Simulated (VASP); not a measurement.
Wanted: the native input for a VASP 6.6.1 run.

| Quantity | Value |
| --- | --- |
| Task | single point |
| Functional | PBE |
| Potentials or basis | VASP PAW PBE potentials, release 64 (Ba_sv, H) |
| Cutoff | 520 eV |
| k mesh | 6 × 6 × 6 |
| Occupations | gaussian, width 0.02 eV |
| Spin | no spin polarisation |
| Dipole correction | no |
| Further INCAR settings | ALGO = Normal; EDIFF = 1e-07; NBANDS = 15 |

The structure of BaH4 lies in POSCAR:

```
BaH4
1.0
    3.5999989914     -2.1999815540      0.0012209790
    3.5999989914      2.1999815540      0.0012209790
   -2.2452935845      0.0000000000      3.5692120657
Ba H
1 4
Direct
    0.0000000000      0.0000000000      0.5000000000
    0.7384454154      0.7384454154      0.7615757802
    0.2615545846      0.2615545846      0.2384242198
    0.5389788952      0.5389788952      0.9626580765
    0.4610211048      0.4610211048      0.0373419235
```

The input as run:

INCAR

```
SYSTEM = BaH4
PREC     = Accurate       ! precision mode
ENCUT    = 520            ! plane-wave cutoff, eV
EDIFF    = 1E-7           ! SCF threshold, eV
ISMEAR   = 0              ! smearing method
SIGMA    = 0.02           ! smearing width, eV
LREAL    = .FALSE.        ! projectors in reciprocal space
LASPH    = .TRUE.         ! aspherical terms in the spheres
NELM     = 100            ! most SCF steps
ALGO     = Normal         ! electronic algorithm
ISIF     = 2              ! what is computed and relaxed
LWAVE    = .FALSE.        ! write WAVECAR
LCHARG   = .FALSE.        ! write CHGCAR
GGA      = PE             ! functional
NBANDS   = 15             ! bands
```

KPOINTS

```
Automatic mesh
0
G
  6 6 6
  0 0 0
```

Potentials or basis: VASP PAW PBE potentials, release 64 (Ba_sv, H).

Command:

```bash
$ cat potpaw_PBE.64/Ba_sv/POTCAR potpaw_PBE.64/H/POTCAR > POTCAR
$ mpirun -np 1 vasp_std > vasp.out
```

Results of the run:

The pressure is 5.3 GPa, the largest force is 0.023 eV/Å and the band gap on the k mesh is 2.46 eV (least direct gap 2.62 eV).

Caveat: the cell stands under pressure; spin-orbit coupling is left out, which moves the levels of the heavy elements.

It took 44 s on 1 thread of Intel(R) Xeon(R) Platinum 8259CL CPU @ 2.50GHz (Skylake/Cascade Lake) (shared host), peak memory 0.2 GiB.
